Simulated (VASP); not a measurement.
# InSb3 (Fm-3m) in VASP: notebook

The runs below take InSb3 through single point, with r2SCAN.

Everything below comes from runs of VASP 6.6.1. Logs are shortened: lines on timing, memory, paths and dates and some standing lists are left out, and cuts for length are marked.

**1. The cell of the first run**

The structure is cubic, space group Fm-3m (No. 225). Conventional cell: a = 7.689 Å, b = 7.689 Å, c = 7.689 Å, α = 90.00°, β = 90.00°, γ = 90.00°. Sb (site symmetry m-3m) has 8 Sb at 3.33 Å and 6 In at 3.84 Å within 4.4 Å. Within 4.4 Å of Sb (site symmetry -43m) lie 4 In at 3.33 Å and 10 Sb at 3.33 to 3.84 Å. In (site symmetry m-3m) has 14 Sb at 3.33 to 3.84 Å within 4.4 Å.

**2. Single point, r2SCAN**

POSCAR reads:

```
InSb3
1.0
    0.0000000000      3.8444890816      3.8444890816
    3.8444890816      0.0000000000      3.8444890816
    3.8444890816      3.8444890816      0.0000000000
Sb In
3 1
Direct
    0.5000000000      0.5000000000      0.5000000000
    0.7500000000      0.7500000000      0.7500000000
    0.2500000000      0.2500000000      0.2500000000
    0.0000000000      0.0000000000      0.0000000000
```

INCAR.step1 reads:

```
ALGO     = Normal         # electronic algorithm
EDIFF    = 1E-4           # SCF threshold, eV
ENCUT    = 520            # plane-wave cutoff, eV
GGA      = PE             # functional
ISMEAR   = -1             # smearing method
LASPH    = T              # aspherical terms in the spheres
LCHARG   = F              # write CHGCAR
LREAL    = F              # projectors in reciprocal space
LWAVE    = T              # write WAVECAR
NBANDS   = 22             # bands
NELM     = 80             # most SCF steps
PREC     = Accurate       # precision mode
SIGMA    = 0.05           # smearing width, eV
```

INCAR.step2 reads:

```
ALGO     = Normal         # electronic algorithm
EDIFF    = 1E-6           # SCF threshold, eV
ENCUT    = 520            # plane-wave cutoff, eV
ISIF     = 2              # what is computed and relaxed
ISMEAR   = -1             # smearing method
ISTART   = 1            
LASPH    = T              # aspherical terms in the spheres
LCHARG   = F              # write CHGCAR
LMIXTAU  = T            
LREAL    = F              # projectors in reciprocal space
LWAVE    = F              # write WAVECAR
METAGGA  = R2SCAN         # meta-GGA
NBANDS   = 22             # bands
NELM     = 80             # most SCF steps
PREC     = Accurate       # precision mode
SIGMA    = 0.05           # smearing width, eV
```

KPOINTS reads:

```
k-points
0
Gamma
  6 6 6
```

Potentials or basis: VASP PAW PBE potentials, release 64 (Sb, In_d).

Launch:

```
$ cat potpaw_PBE.64/Sb/POTCAR potpaw_PBE.64/In_d/POTCAR > POTCAR
$ cp INCAR.step1 INCAR
$ mpirun -np 1 vasp_std > vasp.out
$ cp INCAR.step2 INCAR
$ mpirun -np 1 vasp_std > vasp.out
```

OUTCAR:

```text
EDIFF = 1E-6
   ENCUT = 520
   ISIF = 2
   ISMEAR = -1
   ISTART = 1
   LASPH = T
   LREAL = F
   METAGGA = R2SCAN
   NELM = 80
   PREC = Accurate

 ion  position               nearest neighbor table
   1  0.500  0.500  0.500-   3 3.33   3 3.33   3 3.33   2 3.33   3 3.33   2 3.33   2 3.33   2 3.33
                             4 3.84   4 3.84   4 3.84   4 3.84   4 3.84   4 3.84
   2  0.750  0.750  0.750-   1 3.33   1 3.33   1 3.33   1 3.33   4 3.33   4 3.33   4 3.33   4 3.33

   3  0.250  0.250  0.250-   4 3.33   4 3.33   4 3.33   1 3.33   4 3.33   1 3.33   1 3.33   1 3.33

   4  0.000  0.000  0.000-   2 3.33   2 3.33   2 3.33   2 3.33   3 3.33   3 3.33   3 3.33   3 3.33
                             1 3.84   1 3.84   1 3.84   1 3.84   1 3.84   1 3.84

  LATTYP: Found a face centered cubic cell.
 ALAT       =     7.6889781632

  Lattice vectors:

 A1 = (   0.0000000000,   3.8444890816,   3.8444890816)
 A2 = (   3.8444890816,   0.0000000000,   3.8444890816)
 A3 = (   3.8444890816,   3.8444890816,   0.0000000000)

Analysis of symmetry for initial positions (statically):
=====================================================================
 Subroutine PRICEL returns:
 Original cell was already a primitive cell.

 Routine SETGRP: Setting up the symmetry group for a
 face centered cubic supercell.

 Subroutine GETGRP returns: Found 48 space group operations
 (whereof 48 operations were pure point group operations)
 out of a pool of 48 trial point group operations.

The static configuration has the point symmetry O_h .

Analysis of symmetry for dynamics (positions and initial velocities):
=====================================================================
 Subroutine PRICEL returns:
 Original cell was already a primitive cell.

 Routine SETGRP: Setting up the symmetry group for a
 face centered cubic supercell.

 Subroutine GETGRP returns: Found 48 space group operations
 (whereof 48 operations were pure point group operations)
 out of a pool of 48 trial point group operations.

The dynamic configuration has the point symmetry O_h .

 Subroutine INISYM returns: Found 48 space group operations
 (whereof 48 operations are pure point group operations),
 and found     1 'primitive' translations

----------------------------------------------------------------------------------------

[... 83 lines left out ...]
   LSORBIT =      F    spin-orbit coupling
   LASPH  =      T    aspherical Exc in radial PAW
   ENCUT  =  520.0 eV  38.22 Ry    6.18 a.u.  10.11 10.11 10.11*2*pi/ulx,y,z
   NELM   =     80;   NELMIN=  2; NELMDL=  0     # of ELM steps
   EDIFF  = 0.1E-05   stopping-criterion for ELM
   LREAL  =      F    real-space projection
   EDIFFG = 0.1E-04   stopping-criterion for IOM
   NSW    =      0    number of steps for IOM
   IBRION =     -1    ionic relax: 0-MD 1-quasi-New 2-CG
   NFREE  =      0    steps in history (QN), initial steepest desc. (CG)
   ISIF   =      2    stress and relaxation
   ISYM   =      2    0-nonsym 1-usesym 2-fastsym
   POTIM  = 0.5000    time-step for ionic-motion
   TEBEG  =    0.0;   TEEND  =   0.0 temperature during run
   PSTRESS=    0.0 pullay stress
   NELECT =      28.0000    total number of electrons
   NUPDOWN=      -1.0000    fix difference up-down
   EMIN   =  10.00;   EMAX   =-10.00  energy-range for DOS
   EFERMI =   0.00;   METHOD = LEGACY
   ISMEAR =    -1;   SIGMA  =   0.05  broadening in eV -4-tet -1-fermi 0-gaus
   EFERMI_NEDOS =   21; number of points for ismear=-14 and -15
   IALGO  =     38    algorithm
   IMIX   =      4    mixing-type and parameters
     AMIX     =   0.40;   BMIX     =  1.00
     AMIX_MAG =   1.60;   BMIX_MAG =  1.00
  volume/ion in A,a.u.               =      28.41       191.73
  Fermi-wavevector in a.u.,A,eV,Ry     =   1.026311  1.939446 14.331204  1.053314
  Thomas-Fermi vector in A             =   2.160197
   LORBIT       =      0    0 simple, 1 ext, 2 COOP (PROOUT), +10 PAW based schemes
   METAGGA = R2SCAN    functional components
   LHFCALC =     F    Hartree Fock is set to
   AEXX    =    0.0000 exact exchange contribution
   IVDW    =     0    specifies the selected vdW correction
   LEPSILON=     F    determine dielectric tensor
   LRPA    =     F    only Hartree local field effects (RPA)
 non-spin polarized calculation
  energy-cutoff  :      520.00
  volume of cell :      113.64
 maximum number of plane-waves:      3119
   NGX = 21   NGY = 21   NGZ = 21

 number of electron      28.0000004 magnetization

 Free energy of the ion-electron system (eV)
  ---------------------------------------------------
  ext. energy  EPLUGINS =         0.00000000
  ---------------------------------------------------
  free energy    TOTEN  =       -98.56517277 eV

  energy without entropy =      -98.53809951  energy(sigma->0) =      -98.55163614

 E-fermi :   7.5415     XC(G=0): -10.5262

 val. band max:        7.3947601364   @ k =   0.5000   0.3333   0.0000
 cond. band min:       7.5787940356   @ k =   0.5000   0.1667   0.0000
 fundamental gap:      0.1840338993
 Fermi energy:         7.5414997601

 k-point     1 :       0.0000    0.0000    0.0000
  band No.  band energies     occupation
      1      -7.7529      2.00000
      2      -7.7529      2.00000
      3      -7.7529      2.00000
      4      -7.7223      2.00000
      5      -7.7223      2.00000
      6      -5.0803      2.00000
[... 389 lines left out ...]
     21      12.0916      0.00000
     22      14.6673      0.00000

------------------------ aborting loop because EDIFF is reached ----------------------------------------

  FORCE on cell =-STRESS in cart. coord.  units (eV):
  Direction    XX          YY          ZZ          XY          YZ          ZX
  --------------------------------------------------------------------------------------
  -------------------------------------------------------------------------------------
  Total       -2.0652013     -2.0652013     -2.0652013      0.0000000     -0.0000000      0.0000000
  in kB      -29.1156894    -29.1156894    -29.1156894      0.0000000     -0.0000000      0.0000000
  external PRESSURE =     -29.1156894 kB  Pullay stress =       0.0000000 kB

 VOLUME and BASIS-vectors are now :
 -----------------------------------------------------------------------------
  energy-cutoff  :      520.00
  volume of cell :      113.64
      direct lattice vectors                 reciprocal lattice vectors
     0.000000000  3.844489082  3.844489082    -0.130056293  0.130056293  0.130056293
     3.844489082  0.000000000  3.844489082     0.130056293 -0.130056293  0.130056293
     3.844489082  3.844489082  0.000000000     0.130056293  0.130056293 -0.130056293

 POSITION                                       TOTAL-FORCE (eV/Angst)
 -----------------------------------------------------------------------------------
      3.84449      3.84449      3.84449         0.000000     -0.000000      0.000000
      5.76673      5.76673      5.76673         0.000000     -0.000000     -0.000000
      1.92224      1.92224      1.92224        -0.000000      0.000000      0.000000
      0.00000      0.00000      0.00000         0.000000     -0.000000      0.000000
 -----------------------------------------------------------------------------------
    total drift:                               -0.000000      0.000000      0.000000

  FREE ENERGIE OF THE ION-ELECTRON SYSTEM (eV)
  ---------------------------------------------------
  free  energy   TOTEN  =       -98.5651727674 eV

  energy  without entropy=      -98.5380995077  energy(sigma->0) =      -98.55163614
```

It took 55 s on 1 thread of Intel Xeon 6975P-C (Granite Rapids), shared host; peak memory 0.26 GiB.

What came out:

```yaml
Free_energy: -98.5652 eV
Pressure: -2.9 GPa
Band_gap_on_the_k_mesh: zero (band 14 reaches 8.43 eV, above the bottom of band 15 at 5.04 eV)
```

Caveat: the PAW data sets were made with another functional, which shifts forces and pressure a little; spin-orbit coupling is left out, which moves the levels of the heavy elements.

**3. Single point, r2SCAN**

This run uses another cell than the first one, of 28.96 Å³/atom, 1.019 times its volume.

POSCAR reads:

```
InSb3
1.0
    0.0000000000      3.8689769334      3.8689769334
    3.8689769334      0.0000000000      3.8689769334
    3.8689769334      3.8689769334      0.0000000000
Sb In
3 1
Direct
    0.5000000000      0.5000000000      0.5000000000
    0.7500000000      0.7500000000      0.7500000000
    0.2500000000      0.2500000000      0.2500000000
    0.0000000000      0.0000000000      0.0000000000
```

INCAR.step1 reads:

```
SYSTEM = InSb3
  PREC = Accurate
  ENCUT = 520
  ISMEAR = -1
  SIGMA = 0.05
  LREAL = .False.
  LASPH = .True.
  NELM = 60
  NBANDS = 22
  GGA = PE
  ALGO = Normal
  EDIFF = 1E-4
  LWAVE = .True.
  LCHARG = .False.
```

INCAR.step2 reads:

```
SYSTEM = InSb3
  PREC = Accurate
  ENCUT = 520
  EDIFF = 1E-6
  ISMEAR = -1
  SIGMA = 0.05
  LREAL = .False.
  LASPH = .True.
  NELM = 60
  ALGO = Normal
  ISIF = 2
  LWAVE = .False.
  LCHARG = .False.
  METAGGA = R2SCAN
  LMIXTAU = .True.
  NBANDS = 22
  ISTART = 1
```

KPOINTS reads:

```
regular mesh
0
Gamma
  6 6 6
  0 0 0
```

Potentials or basis: VASP PAW PBE potentials, release 64 (Sb, In_d).

Launch:

```
$ cat potpaw_PBE.64/Sb/POTCAR potpaw_PBE.64/In_d/POTCAR > POTCAR
$ cp INCAR.step1 INCAR
$ mpirun -np 1 vasp_std > vasp.out
$ cp INCAR.step2 INCAR
$ mpirun -np 1 vasp_std > vasp.out
```

It took 74 s on 1 thread of Intel Xeon 6975P-C (Granite Rapids), shared host; peak memory 0.3 GiB.

It converged, with:

- Free energy: -98.5206 eV
- Pressure: -3.7 GPa
- Band gap on the k mesh: zero (band 14 reaches 8.17 eV, above the bottom of band 15 at 4.85 eV)

Levels at points of the mesh, in eV from the Fermi level:
```
           k point  band 10  band 11  band 12  band 13  band 14  band 15  band 16  band 17  band 18  band 19
(0.00, 0.00, 0.00)    -2.51    -2.51    -2.51    -2.45    -2.45    -2.45    -0.72    -0.72    -0.72     3.86
(0.50, 0.00, 0.00)    -3.49    -3.49    -2.60    -2.60    -0.38    -0.31     1.85     1.85     3.17     3.17
(0.50, 0.50, 0.00)    -5.07    -5.07     0.23     0.72     0.72     1.11     1.51     1.67     1.67     4.07
```

Caveat: the PAW data sets were made with another functional, which shifts forces and pressure a little; spin-orbit coupling is left out, which moves the levels of the heavy elements.
